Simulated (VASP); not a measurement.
# Mo (I4mm) in VASP: single point with PBEsol

Aim: the single point of Mo with PBEsol.

Program: VASP 6.6.1. These are calculated values, not measurements. Logs are shortened: lines on timing, memory, paths and dates and some standing lists are left out, and cuts for length are marked.

## (1) The cell of the first run

It takes space group I4mm (No. 107, tetragonal). The conventional cell has a = 6.284 Å, b = 6.284 Å, c = 6.284 Å, α = 90.00°, β = 90.00°, γ = 90.00°. Mo (site symmetry 4mm) has 14 Mo at 2.64 to 3.28 Å within 3.5 Å. Within 3.5 Å of Mo (site symmetry m) lie 14 Mo at 2.64 to 3.14 Å. Mo (site symmetry 4mm) has 14 Mo at 2.72 to 3.28 Å within 3.6 Å. Mo (site symmetry 2mm) has 14 Mo at 2.72 to 3.15 Å within 3.6 Å.

## (2) Single point, PBEsol (atom 1 (Mo) moved +0.140 Å along Cartesian [1 0 0])

Contents of INCAR:

```
PREC = Accurate
ENCUT = 520
EDIFF = 1E-6
ISMEAR = 0
SIGMA = 0.15
LREAL = False
LASPH = True
NELM = 100
ALGO = Fast
ISIF = 2
LWAVE = False
LCHARG = False
GGA = PS
NBANDS = 66
```

Contents of KPOINTS:

```
regular mesh
0
Gamma
  12 12 12
```

Contents of POSCAR:

```
Mo
1.0
   -3.1420000000     -3.1420000000      3.1420000000
   -3.1420000000      3.1420000000     -3.1420000000
    3.1420000000     -3.1420000000     -3.1420000000
Mo
8
Direct
    0.4777211967      0.4777211967      0.5000000000
    0.0000000000      0.5000000000      0.5000000000
    0.5000000000      0.0000000000      0.5000000000
    0.0000000000      0.0000000000      0.5000000000
    0.5000000000      0.5000000000      0.0000000000
    0.0000000000      0.5000000000      0.0000000000
    0.5000000000      0.0000000000      0.0000000000
    0.0000000000      0.0000000000      0.0000000000
```

Potentials or basis: VASP PAW PBE potentials, release 64 (Mo_sv).

On the command line:

```sh
> cat potpaw_PBE.64/Mo_sv/POTCAR > POTCAR
> mpirun -np 1 vasp_std > vasp.out
```

OUTCAR:

```text
PREC = Accurate
   ENCUT = 520
   EDIFF = 1E-6
   ISMEAR = 0
   LREAL = False
   LASPH = True
   NELM = 100
   ISIF = 2
   GGA = PS

 ion  position               nearest neighbor table
   1  0.478  0.478  0.500-   2 2.64   3 2.64   5 2.64   8 2.64   2 2.80   3 2.80   5 2.80   8 2.80
                             4 3.00   6 3.15   6 3.15   7 3.15   7 3.15   4 3.28
   2  0.000  0.500  0.500-   1 2.64   4 2.72   6 2.72   7 2.72   6 2.72   4 2.72   7 2.72   1 2.80
                             5 3.14   8 3.14   8 3.14   5 3.14   3 3.14   3 3.14
   3  0.500  0.000  0.500-   1 2.64   4 2.72   6 2.72   7 2.72   7 2.72   4 2.72   6 2.72   1 2.80
                             5 3.14   5 3.14   8 3.14   8 3.14   2 3.14   2 3.14
   4  0.000  0.000  0.500-   2 2.72   3 2.72   5 2.72   8 2.72   8 2.72   2 2.72   3 2.72   5 2.72
                             1 3.00   6 3.14   7 3.14   7 3.14   6 3.14   1 3.28
   5  0.500  0.500  0.000-   1 2.64   6 2.72   7 2.72   4 2.72   7 2.72   6 2.72   4 2.72   1 2.80
                             2 3.14   3 3.14   8 3.14   2 3.14   8 3.14   3 3.14
   6  0.000  0.500  0.000-   2 2.72   3 2.72   5 2.72   8 2.72   2 2.72   8 2.72   5 2.72   3 2.72
                             4 3.14   7 3.14   7 3.14   4 3.14   1 3.15   1 3.15
   7  0.500  0.000  0.000-   2 2.72   3 2.72   5 2.72   8 2.72   3 2.72   5 2.72   8 2.72   2 2.72
                             6 3.14   4 3.14   6 3.14   4 3.14   1 3.15   1 3.15
   8  0.000  0.000  0.000-   1 2.64   4 2.72   6 2.72   7 2.72   4 2.72   6 2.72   7 2.72   1 2.80
                             3 3.14   2 3.14   2 3.14   3 3.14   5 3.14   5 3.14

  LATTYP: Found a body centered cubic cell.
 ALAT       =     6.2840000000

  Lattice vectors:

 A1 = (  -3.1420000000,  -3.1420000000,   3.1420000000)
 A2 = (  -3.1420000000,   3.1420000000,  -3.1420000000)
 A3 = (   3.1420000000,  -3.1420000000,  -3.1420000000)

Analysis of symmetry for initial positions (statically):
=====================================================================
 Subroutine PRICEL returns:
 Original cell was already a primitive cell.

 Routine SETGRP: Setting up the symmetry group for a
 body centered cubic supercell.

 Subroutine GETGRP returns: Found  8 space group operations
 (whereof  2 operations were pure point group operations)
 out of a pool of 48 trial point group operations.

The static configuration has the point symmetry C_1h.
 The point group associated with its full space group is C_4v.

Analysis of symmetry for dynamics (positions and initial velocities):
=====================================================================
 Subroutine PRICEL returns:
 Original cell was already a primitive cell.

 Routine SETGRP: Setting up the symmetry group for a
 body centered cubic supercell.

 Subroutine GETGRP returns: Found  8 space group operations
 (whereof  2 operations were pure point group operations)
 out of a pool of 48 trial point group operations.

The dynamic configuration has the point symmetry C_1h.
 The point group associated with its full space group is C_4v.

 Subroutine INISYM returns: Found  8 space group operations
 (whereof  2 operations are pure point group operations),
 and found     1 'primitive' translations

----------------------------------------------------------------------------------------

                                     Primitive cell

  volume of cell :     124.0734

  direct lattice vectors                    reciprocal lattice vectors
    -3.142000000 -3.142000000  3.142000000    -0.159134309 -0.159134309  0.000000000
    -3.142000000  3.142000000 -3.142000000    -0.159134309  0.000000000 -0.159134309
     3.142000000 -3.142000000 -3.142000000     0.000000000 -0.159134309 -0.159134309

  length of vectors
     5.442103637  5.442103637  5.442103637     0.225049899  0.225049899  0.225049899

  position of ions in fractional coordinates (direct lattice)
     0.477721197  0.477721197  0.500000000
     0.000000000  0.500000000  0.500000000
     0.500000000  0.000000000  0.500000000
     0.000000000  0.000000000  0.500000000
     0.500000000  0.500000000  0.000000000
     0.000000000  0.500000000  0.000000000
     0.500000000  0.000000000  0.000000000
     0.000000000  0.000000000  0.000000000

  ion indices of the primitive-cell ions
   primitive index   ion index
                 1           1
                 2           2
                 3           3
                 4           4
                 5           5
                 6           6
                 7           7
                 8           8

----------------------------------------------------------------------------------------

 KPOINTS: regular mesh

Automatic generation of k-mesh.
 Grid dimensions read from file:
 generate k-points for:   12   12   12

 Generating k-lattice:

  Cartesian coordinates                     Fractional coordinates (reciprocal lattice)
    -0.013261192 -0.013261192  0.000000000     0.083333333  0.000000000  0.000000000
    -0.013261192  0.000000000 -0.013261192     0.000000000  0.083333333  0.000000000
     0.000000000 -0.013261192 -0.013261192     0.000000000  0.000000000  0.083333333

  Length of vectors
     0.018754158  0.018754158  0.018754158

  Shift w.r.t. Gamma in fractional coordinates (k-lattice)
     0.000000000  0.000000000  0.000000000

 Subroutine IBZKPT returns following result:
 ===========================================

 Found    163 irreducible k-points:

 Following reciprocal coordinates:
            Coordinates               Weight
  0.000000  0.000000  0.000000      1.000000
  0.083333  0.000000  0.000000      8.000000
  0.000000  0.000000  0.083333      4.000000
  0.166667  0.000000  0.000000      8.000000
  0.000000  0.000000  0.166667      4.000000
  0.250000  0.000000  0.000000      8.000000
[... 16 lines left out ...]
 -0.000000  0.333333  0.083333     16.000000
  0.083333 -0.000000  0.333333     16.000000
 [... further k-points ...]
   k-points           NKPTS =    163   k-points in BZ     NKDIM =    163   number of bands    NBANDS=     66
   number of dos      NEDOS =    301   number of ions     NIONS =      8
   total plane-waves  NPLWV =  64000
   dimension x,y,z NGX =    40 NGY =   40 NGZ =   40
   dimension x,y,z NGXF=    80 NGYF=   80 NGZF=   80
   ions per type =               8
   NGX,Y,Z   is equivalent  to a cutoff of  12.22, 12.22, 12.22 a.u.
   NGXF,Y,Z  is equivalent  to a cutoff of  24.44, 24.44, 24.44 a.u.
 SYSTEM =  unknown system
   PREC   = accura    normal or accurate (medium, high low for compatibility)
   ISTART =      0    job   : 0-new  1-cont  2-samecut
   ICHARG =      2    charge: 1-file 2-atom 10-const
   ISPIN  =      1    spin polarized calculation?
   LNONCOLLINEAR =      F non collinear calculations
   LSORBIT =      F    spin-orbit coupling
   LASPH  =      T    aspherical Exc in radial PAW
   ENCUT  =  520.0 eV  38.22 Ry    6.18 a.u.  10.12 10.12 10.12*2*pi/ulx,y,z
   NELM   =    100;   NELMIN=  2; NELMDL= -5     # of ELM steps
   EDIFF  = 0.1E-05   stopping-criterion for ELM
   LREAL  =      F    real-space projection
   EDIFFG = 0.1E-04   stopping-criterion for IOM
   NSW    =      0    number of steps for IOM
   IBRION =     -1    ionic relax: 0-MD 1-quasi-New 2-CG
   NFREE  =      0    steps in history (QN), initial steepest desc. (CG)
   ISIF   =      2    stress and relaxation
   ISYM   =      2    0-nonsym 1-usesym 2-fastsym
   POTIM  = 0.5000    time-step for ionic-motion
   TEBEG  =    0.0;   TEEND  =   0.0 temperature during run
   PSTRESS=    0.0 pullay stress
   NELECT =     112.0000    total number of electrons
   NUPDOWN=      -1.0000    fix difference up-down
   EMIN   =  10.00;   EMAX   =-10.00  energy-range for DOS
   EFERMI =   0.00;   METHOD = LEGACY
   ISMEAR =     0;   SIGMA  =   0.15  broadening in eV -4-tet -1-fermi 0-gaus
   EFERMI_NEDOS =   21; number of points for ismear=-14 and -15
   IALGO  =     68    algorithm
   IMIX   =      4    mixing-type and parameters
     AMIX     =   0.40;   BMIX     =  1.00
     AMIX_MAG =   1.60;   BMIX_MAG =  1.00
  volume/ion in A,a.u.               =      15.51       104.66
  Fermi-wavevector in a.u.,A,eV,Ry     =   1.582176  2.989878 34.059184  2.503279
  Thomas-Fermi vector in A             =   2.682139
   LORBIT       =      0    0 simple, 1 ext, 2 COOP (PROOUT), +10 PAW based schemes
   GGA     = PS    functional components
   LHFCALC =     F    Hartree Fock is set to
   AEXX    =    0.0000 exact exchange contribution
   IVDW    =     0    specifies the selected vdW correction
   LEPSILON=     F    determine dielectric tensor
   LRPA    =     F    only Hartree local field effects (RPA)
 non-spin polarized calculation
 RMM-DIIS sequential band-by-band and
 Gauss-broadening in eV      SIGMA  =   0.15
  energy-cutoff  :      520.00
  volume of cell :      124.07
 maximum number of plane-waves:      3370
   NGX = 21   NGY = 21   NGZ = 21

 number of electron     112.0000001 magnetization

 Free energy of the ion-electron system (eV)
  ---------------------------------------------------
  ext. energy  EPLUGINS =         0.00000000
  ---------------------------------------------------
  free energy    TOTEN  =       -94.11997427 eV

  energy without entropy =      -94.06033103  energy(sigma->0) =      -94.09015265

 E-fermi :  12.6041     XC(G=0): -13.5703

 val. band max:       12.6028952660   @ k =   0.3333  -0.4167   0.4167
 cond. band min:      12.6096671680   @ k =   0.2500   0.0000   0.0000
 fundamental gap:      0.0067719020
 Fermi energy:        12.6041186514

 k-point     1 :       0.0000    0.0000    0.0000
  band No.  band energies     occupation
      1     -48.6011      2.00000
      2     -48.3309      2.00000
      3     -48.3254      2.00000
      4     -48.3204      2.00000
      5     -48.3204      2.00000
      6     -48.3203      2.00000
[... 58 lines left out ...]
     65      14.9284      0.00000
     66      14.9311      0.00000

 k-point     2 :       0.0833    0.0000    0.0000
  band No.  band energies     occupation
      1     -48.5965      2.00000
      2     -48.3323      2.00000
      3     -48.3267      2.00000
      4     -48.3218      2.00000
      5     -48.3204      2.00000
      6     -48.3203      2.00000
[... 58 lines left out ...]
     65      14.9249      0.00000
     66      15.1251      0.00000

 k-point     3 :       0.0000    0.0000    0.0833
  band No.  band energies     occupation
      1     -48.5964      2.00000
      2     -48.3309      2.00000
      3     -48.3294      2.00000
      4     -48.3230      2.00000
      5     -48.3204      2.00000
      6     -48.3189      2.00000
[... 1438 lines left out ...]
     65      14.2474      0.00000
     66      14.4196      0.00000

 k-point    24 :       0.0833   -0.0000    0.3333
  band No.  band energies     occupation
      1     -48.5143      2.00000
      2     -48.4094      2.00000
      3     -48.3460      2.00000
      4     -48.3369      2.00000
      5     -48.3111      2.00000
      6     -48.2966      2.00000
[... 58 lines left out ...]
     65      14.2543      0.00000
     66      14.4438      0.00000

 [... further k-points ...]
[... 5 lines left out ...]
  --------------------------------------------------------------------------------------
  -------------------------------------------------------------------------------------
  Total       -1.2641015     -1.8780680     -1.8780680     -0.0000000      0.0000000     -0.0000000
  in kB      -16.3235272    -24.2517656    -24.2517656     -0.0000000      0.0000000     -0.0000000
  external PRESSURE =     -21.6090194 kB  Pullay stress =       0.0000000 kB

 VOLUME and BASIS-vectors are now :
 -----------------------------------------------------------------------------
  energy-cutoff  :      520.00
  volume of cell :      124.07
      direct lattice vectors                 reciprocal lattice vectors
    -3.142000000 -3.142000000  3.142000000    -0.159134309 -0.159134309  0.000000000
    -3.142000000  3.142000000 -3.142000000    -0.159134309  0.000000000 -0.159134309
     3.142000000 -3.142000000 -3.142000000     0.000000000 -0.159134309 -0.159134309

 POSITION                                       TOTAL-FORCE (eV/Angst)
 -----------------------------------------------------------------------------------
     -1.43100     -1.57100     -1.57100        -1.779837     -0.000000     -0.000000
      0.00000      0.00000     -3.14200         0.175319      0.205341     -0.205341
      0.00000     -3.14200      0.00000         0.175319     -0.205341      0.205341
      1.57100     -1.57100     -1.57100         0.881292     -0.000000     -0.000000
     -3.14200      0.00000      0.00000         0.175319     -0.205341     -0.205341
     -1.57100      1.57100     -1.57100         0.098635     -0.000000     -0.000000
     -1.57100     -1.57100      1.57100         0.098635     -0.000000     -0.000000
      0.00000      0.00000      0.00000         0.175319      0.205341      0.205341
 -----------------------------------------------------------------------------------
    total drift:                                0.000061     -0.000000     -0.000000

  FREE ENERGIE OF THE ION-ELECTRON SYSTEM (eV)
  ---------------------------------------------------
  free  energy   TOTEN  =       -94.1199742745 eV

  energy  without entropy=      -94.0603310280  energy(sigma->0) =      -94.09015265
```

It took 11 min on 1 thread of Intel Xeon 6975P-C (Granite Rapids), shared host; peak memory 0.87 GiB.

Results:

```yaml
Free_energy: -94.1200 eV
Pressure: -2.2 GPa
Largest_force: 1.780 eV/Å
Band_gap_on_the_k_mesh: zero (band 56 reaches 14.23 eV, above the bottom of band 57 at 11.95 eV)
```

Forces in eV/Å, atoms in the order of the input:
```
Mo  -1.780  0.000  0.000
Mo   0.175  0.205 -0.205
Mo   0.175 -0.205  0.205
Mo   0.881  0.000  0.000
Mo   0.175 -0.205 -0.205
Mo   0.099  0.000  0.000
Mo   0.099  0.000  0.000
Mo   0.175  0.205  0.205
```

Stress tensor (GPa, compression positive):
```
-1.63  0.00  0.00
 0.00 -2.43  0.00
 0.00  0.00 -2.43
```

Caveat: the cell differs from its parent crystal (atom 1 (Mo) moved +0.140 Å along Cartesian [1 0 0]); the PAW data sets were made with another functional, which shifts forces and pressure a little.
